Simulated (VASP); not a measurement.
# Ge7Os (Fm-3m) in VASP: notebook

Runs on Ge7Os. Level: PBE. Tasks: relaxation of cell and atoms, single point.

All numbers are computed with VASP 6.6.1; they aren't measurements. Logs are shortened: lines on timing, memory, paths and dates and some standing lists are left out, and cuts for length are marked.

### 1 The cell of the first run

Symmetry: Fm-3m, No. 225, cubic system. The conventional cell has a = 8.890 Å, b = 8.890 Å, c = 8.890 Å, α = 90.00°, β = 90.00°, γ = 90.00°. Ge (site symmetry 4mm) has 1 Os at 1.82 Å within 2.4 Å. Within 3.5 Å of Ge (site symmetry m-3m) lie 6 Ge at 2.63 Å. Os (site symmetry m-3m) has 6 Ge at 1.82 Å within 2.4 Å.

The cell was generated, and may not be a known phase.

### 2 Relaxation of cell and atoms, PBE

Contents of INCAR:

```
  PREC = Accurate
  ENCUT = 600
  EDIFF = 1E-7
  ISMEAR = 0
  SIGMA = 0.1
  LREAL = F
  LASPH = T
  NELM = 80
  ALGO = Normal
  ISIF = 3
  LWAVE = F
  LCHARG = F
  GGA = PE
  IBRION = 2
  NSW = 90
  EDIFFG = -0.04
```

Contents of KPOINTS:

```
regular mesh
0
Gamma
  4 4 4
```

Contents of POSCAR:

```
Ge7Os
1.0
    0.0000000000      4.4451164600      4.4451164600
    4.4451164600      0.0000000000      4.4451164600
    4.4451164600      4.4451164600      0.0000000000
Ge Os
7 1
Direct
    0.2045610900      0.7954389100      0.7954389100
    0.7954389100      0.2045610900      0.2045610900
    0.7954389100      0.2045610900      0.7954389100
    0.2045610900      0.7954389100      0.2045610900
    0.7954389100      0.7954389100      0.2045610900
    0.2045610900      0.2045610900      0.7954389100
    0.5000000000      0.5000000000      0.5000000000
    0.0000000000      0.0000000000      0.0000000000
```

Potentials or basis: VASP PAW PBE potentials, release 64 (Ge_d, Os).

Run with:

```
$ cat potpaw_PBE.64/Ge_d/POTCAR potpaw_PBE.64/Os/POTCAR > POTCAR
$ mpirun -np 1 vasp_std > vasp.out
```

OUTCAR:

```text
PREC = Accurate
   ENCUT = 600
   EDIFF = 1E-7
   ISMEAR = 0
   LREAL = F
   LASPH = T
   NELM = 80
   ISIF = 3
   GGA = PE
   IBRION = 2
   NSW = 90
   EDIFFG = -0.04

 ion  position               nearest neighbor table
   1  0.205  0.795  0.795-   8 1.82   4 2.57   5 2.57   6 2.57   3 2.57   7 2.63
   2  0.795  0.205  0.205-   8 1.82   4 2.57   5 2.57   6 2.57   3 2.57   7 2.63
   3  0.795  0.205  0.795-   8 1.82   2 2.57   5 2.57   6 2.57   1 2.57   7 2.63
   4  0.205  0.795  0.205-   8 1.82   2 2.57   5 2.57   6 2.57   1 2.57   7 2.63
   5  0.795  0.795  0.205-   8 1.82   2 2.57   3 2.57   4 2.57   1 2.57   7 2.63
   6  0.205  0.205  0.795-   8 1.82   2 2.57   3 2.57   4 2.57   1 2.57   7 2.63
   7  0.500  0.500  0.500-   1 2.63   2 2.63   3 2.63   4 2.63   5 2.63   6 2.63
   8  0.000  0.000  0.000-   1 1.82   2 1.82   3 1.82   4 1.82   5 1.82   6 1.82

  LATTYP: Found a face centered cubic cell.
 ALAT       =     8.8902329200

  Lattice vectors:

 A1 = (   0.0000000000,   4.4451164600,   4.4451164600)
 A2 = (   4.4451164600,   0.0000000000,   4.4451164600)
 A3 = (   4.4451164600,   4.4451164600,   0.0000000000)

Analysis of symmetry for initial positions (statically):
=====================================================================
 Subroutine PRICEL returns:
 Original cell was already a primitive cell.

 Routine SETGRP: Setting up the symmetry group for a
 face centered cubic supercell.

 Subroutine GETGRP returns: Found 48 space group operations
 (whereof 48 operations were pure point group operations)
 out of a pool of 48 trial point group operations.

The static configuration has the point symmetry O_h .

Analysis of symmetry for dynamics (positions and initial velocities):
=====================================================================
 Subroutine PRICEL returns:
 Original cell was already a primitive cell.

 Routine SETGRP: Setting up the symmetry group for a
 face centered cubic supercell.

 Subroutine GETGRP returns: Found 48 space group operations
 (whereof 48 operations were pure point group operations)
 out of a pool of 48 trial point group operations.

The dynamic configuration has the point symmetry O_h .

 Subroutine INISYM returns: Found 48 space group operations
 (whereof 48 operations are pure point group operations),
 and found     1 'primitive' translations

----------------------------------------------------------------------------------------

[... 90 lines left out ...]
   NSW    =     90    number of steps for IOM
   IBRION =      2    ionic relax: 0-MD 1-quasi-New 2-CG
   NFREE  =      1    steps in history (QN), initial steepest desc. (CG)
   ISIF   =      3    stress and relaxation
   ISYM   =      2    0-nonsym 1-usesym 2-fastsym
   POTIM  = 0.5000    time-step for ionic-motion
   TEBEG  =    0.0;   TEEND  =   0.0 temperature during run
   PSTRESS=    0.0 pullay stress
   NELECT =     106.0000    total number of electrons
   NUPDOWN=      -1.0000    fix difference up-down
   EMIN   =  10.00;   EMAX   =-10.00  energy-range for DOS
   EFERMI =   0.00;   METHOD = LEGACY
   ISMEAR =     0;   SIGMA  =   0.10  broadening in eV -4-tet -1-fermi 0-gaus
   EFERMI_NEDOS =   21; number of points for ismear=-14 and -15
   IALGO  =     38    algorithm
   IMIX   =      4    mixing-type and parameters
     AMIX     =   0.40;   BMIX     =  1.00
     AMIX_MAG =   1.60;   BMIX_MAG =  1.00
  volume/ion in A,a.u.               =      21.96       148.18
  Fermi-wavevector in a.u.,A,eV,Ry     =   1.383408  2.614262 26.039074  1.913818
  Thomas-Fermi vector in A             =   2.508009
   LORBIT       =      0    0 simple, 1 ext, 2 COOP (PROOUT), +10 PAW based schemes
   GGA     = PE    functional components
   LHFCALC =     F    Hartree Fock is set to
   AEXX    =    0.0000 exact exchange contribution
   IVDW    =     0    specifies the selected vdW correction
   LEPSILON=     F    determine dielectric tensor
   LRPA    =     F    only Hartree local field effects (RPA)
 conjugate gradient relaxation of ions
 non-spin polarized calculation
 Gauss-broadening in eV      SIGMA  =   0.10
  energy-cutoff  :      600.00
  volume of cell :      175.66
 maximum number of plane-waves:      5961
   NGX = 25   NGY = 25   NGZ = 25

--------------------------------------- Ionic step        1  -------------------------------------------

 number of electron     105.9999980 magnetization

 Free energy of the ion-electron system (eV)
  ---------------------------------------------------
  ext. energy  EPLUGINS =         0.00000000
  ---------------------------------------------------
  free energy    TOTEN  =         2.38529811 eV

  energy without entropy =        2.40008148  energy(sigma->0) =        2.39268979

 E-fermi :   5.3228     XC(G=0):  -9.8852

 val. band max:        5.1286087465   @ k =   0.5000   0.5000   0.0000
 cond. band min:       5.3542564223   @ k =   0.2500   0.2500   0.0000
 fundamental gap:      0.2256476758
 Fermi energy:         5.3228428150
[... 1103 lines left out ...]
     62       0.3632      0.00000
     63       1.3425      0.00000

------------------------ aborting loop EDIFF was not reached (unconverged)  ----------------------------

  FORCE on cell =-STRESS in cart. coord.  units (eV):
  Direction    XX          YY          ZZ          XY          YZ          ZX
  --------------------------------------------------------------------------------------
  -------------------------------------------------------------------------------------
  Total        9.0998491      9.0998491      9.0998491     -0.0000000     -0.0000000      0.0000000
  in kB       17.8793084     17.8793084     17.8793084     -0.0000000     -0.0000000      0.0000000
  external PRESSURE =      17.8793084 kB  Pullay stress =       0.0000000 kB
[... 65 lines left out ...]
  FREE ENERGIE OF THE ION-ELECTRON SYSTEM (eV)
  ---------------------------------------------------
  free  energy   TOTEN  =       -20.8998903616 eV

  energy  without entropy=      -20.8659288404  energy(sigma->0) =      -20.88290960

[... ionic steps 4 to 16 ...]

--------------------------------------- Ionic step       17  -------------------------------------------

 number of electron     106.0000031 magnetization

------------------------ aborting loop because EDIFF is reached ----------------------------------------
[... 79 lines left out ...]
--------------------------------------- Ionic step       19  -------------------------------------------

 number of electron     106.0000025 magnetization

 Free energy of the ion-electron system (eV)
  ---------------------------------------------------
  ext. energy  EPLUGINS =         0.00000000
  ---------------------------------------------------
  free energy    TOTEN  =       -36.37124261 eV

  energy without entropy =      -36.34290527  energy(sigma->0) =      -36.35707394

 E-fermi :   2.8444     XC(G=0):  -8.7126

 val. band max:        2.8088762238   @ k =   0.5000   0.0000   0.0000
 cond. band min:       2.8560554112   @ k =  -0.2500   0.5000   0.2500
 fundamental gap:      0.0471791874
 Fermi energy:         2.8443546263
[... 561 lines left out ...]
  FREE ENERGIE OF THE ION-ELECTRON SYSTEM (eV)
  ---------------------------------------------------
  free  energy   TOTEN  =       -36.3712426072 eV

  energy  without entropy=      -36.3429052712  energy(sigma->0) =      -36.35707394

 reached required accuracy - stopping structural energy minimisation
```

OSZICAR:

```text
N       E                     dE             d eps       ncg     rms          rms(c)
DAV:   1     0.161271360201E+04    0.16127E+04   -0.51717E+04  1207   0.500E+03
DAV:   2     0.327907057280E+03   -0.12848E+04   -0.12454E+04  1008   0.133E+03
DAV:   3     0.313326291117E+02   -0.29657E+03   -0.28953E+03  1036   0.322E+02
DAV:   4    -0.131572569597E+01   -0.32648E+02   -0.31814E+02  1169   0.115E+02
[... 349 lines left out ...]
DAV:   6    -0.363712410183E+02    0.19938E-05   -0.25332E-05  1239   0.553E-02    0.141E-02
DAV:   7    -0.363712421822E+02   -0.11639E-05   -0.50232E-06  1184   0.200E-02    0.403E-03
DAV:   8    -0.363712423905E+02   -0.20830E-06   -0.55767E-07   893   0.925E-03    0.124E-03
DAV:   9    -0.363712425726E+02   -0.18205E-06   -0.18826E-07   778   0.214E-03    0.555E-04
DAV:  10    -0.363712426072E+02   -0.34594E-07   -0.61193E-08   623   0.137E-03
  19 F= -.36371243E+02 E0= -.36357074E+02  d E =-.629992E-03
```

CONTCAR:

```text
Ge7Os
   1.00000000000000
     0.0000000000000000    4.9050503090961852    4.9050503090961852
     4.9050503090961852   -0.0000000000000000    4.9050503090961852
     4.9050503090961852    4.9050503090961852    0.0000000000000000
  Ge              Os
     7     1
Direct
     0.2479031123674209    0.7520968876325792    0.7520968876325792
     0.7520968876325791    0.2479031123674209    0.2479031123674209
     0.7520968876325791    0.2479031123674209    0.7520968876325791
     0.2479031123674209    0.7520968876325791    0.2479031123674209
     0.7520968876325792    0.7520968876325792    0.2479031123674209
     0.2479031123674209    0.2479031123674209    0.7520968876325791
     0.5000000000000000    0.5000000000000000    0.5000000000000000
     1.0000000000000000    0.0000000000000000    0.0000000000000000

  0.00000000E+00  0.00000000E+00  0.00000000E+00
  0.00000000E+00  0.00000000E+00  0.00000000E+00
  0.00000000E+00  0.00000000E+00  0.00000000E+00
  0.00000000E+00  0.00000000E+00  0.00000000E+00
  0.00000000E+00  0.00000000E+00  0.00000000E+00
  0.00000000E+00  0.00000000E+00  0.00000000E+00
  0.00000000E+00  0.00000000E+00  0.00000000E+00
  0.00000000E+00  0.00000000E+00  0.00000000E+00
```

Run time: 86 min. Hardware: 1 thread of Intel Xeon 8259CL, shared host; peak memory 0.43 GiB.

What came out:

```yaml
Free_energy: -36.3712 eV
Relaxed_volume: 29.50 Å³/atom
Relaxed_cell: a = 6.937 Å, b = 6.937 Å, c = 6.937 Å, α = 60.00°, β = 60.00°, γ = 60.00°
Space_group_after_relaxing_to_0.1_Å: Fm-3m (No. 225)
Pressure_after_relaxing: 0.0 GPa
Largest_force_after_relaxing: 0.013 eV/Å
Band_gap_on_the_k_mesh: zero (bands 53 and 54 overlap by 0.36 eV)
```

Forces in eV/Å, atoms in the order of the input:
```
Ge  -0.013  0.000  0.000
Ge   0.013  0.000  0.000
Ge   0.000 -0.013  0.000
Ge   0.000  0.013  0.000
Ge   0.000  0.000 -0.013
Ge   0.000  0.000  0.013
Ge   0.000  0.000  0.000
Os   0.000  0.000  0.000
```

Final structure:
```xyz
8
Lattice="0.0000 4.9051 4.9051 4.9051 0.0000 4.9051 4.9051 4.9051 0.0000" Properties=species:S:1:pos:R:3 pbc="T T T"
Ge    7.3781    4.9051    4.9051
Ge    2.4320    4.9051    4.9051
Ge    4.9051    7.3781    4.9051
Ge    4.9051    2.4320    4.9051
Ge    4.9051    4.9051    7.3781
Ge    4.9051    4.9051    2.4320
Ge    4.9051    4.9051    4.9051
Os    0.0000    4.9050    4.9050
```

Caveat: the volume moved by over 15 % at a fixed basis, so the end points are rough; spin-orbit coupling is left out, which moves the levels of the heavy elements.

### 3 Single point, PBE

This run uses another cell than the first one, of 29.47 Å³/atom.

Contents of INCAR:

```
  PREC = Accurate
  ENCUT = 520
  EDIFF = 1E-6
  ISMEAR = 0
  SIGMA = 0.1
  LREAL = F
  LASPH = T
  NELM = 80
  ALGO = Normal
  ISIF = 2
  LWAVE = F
  LCHARG = F
  GGA = PE
  NBANDS = 63
```

Contents of KPOINTS:

```
regular mesh
0
Gamma
  8 8 8
```

Contents of POSCAR:

```
Ge7Os
1.0
    0.0000000000      4.9029793352      4.9029793352
    4.9029793352      0.0000000000      4.9029793352
    4.9029793352      4.9029793352      0.0000000000
Ge Os
7 1
Direct
    0.2482620736      0.7517379264      0.7517379264
    0.7517379264      0.2482620736      0.2482620736
    0.7517379264      0.2482620736      0.7517379264
    0.2482620736      0.7517379264      0.2482620736
    0.7517379264      0.7517379264      0.2482620736
    0.2482620736      0.2482620736      0.7517379264
    0.5000000000      0.5000000000      0.5000000000
    0.0000000000      0.0000000000      0.0000000000
```

Potentials or basis: VASP PAW PBE potentials, release 64 (Ge_d, Os).

Run with:

```
$ cat potpaw_PBE.64/Ge_d/POTCAR potpaw_PBE.64/Os/POTCAR > POTCAR
$ mpirun -np 1 vasp_std > vasp.out
```

Wall time 24 min (1 thread of Intel Xeon 8259CL, shared host); peak memory 0.6 GiB.

The run converged. Its results:

| Property | Result |
| --- | --- |
| Free energy | -36.4547 eV |
| Pressure | 0.0 GPa |
| Largest force | 0.013 eV/Å |
| Band gap on the k mesh | zero (bands 53 and 54 overlap by 0.39 eV) |

Forces on the atoms (eV/Å):
```
Ge  -0.013  0.000  0.000
Ge   0.013  0.000  0.000
Ge   0.000 -0.013  0.000
Ge   0.000  0.013  0.000
Ge   0.000  0.000 -0.013
Ge   0.000  0.000  0.013
Ge   0.000  0.000  0.000
Os   0.000  0.000  0.000
```

Levels at points of the mesh, in eV from the Fermi level:
```tsv
k point	band 49	band 50	band 51	band 52	band 53	band 54	band 55	band 56	band 57	band 58
(0.00, 0.00, 0.00)	-2.12	-2.12	-0.39	-0.13	-0.13	-0.13	1.77	1.77	1.77	2.21
(0.50, 0.00, 0.00)	-1.07	-1.05	-1.05	0.18	0.18	1.06	1.23	1.23	1.62	1.62
(0.50, 0.50, 0.00)	-2.10	-1.98	-0.66	-0.27	-0.02	0.25	0.25	0.47	0.47	0.66
```

Caveat: spin-orbit coupling is left out, which moves the levels of the heavy elements.

The gap in the log of VASP goes by the Fermi energy; the results here count the filled bands.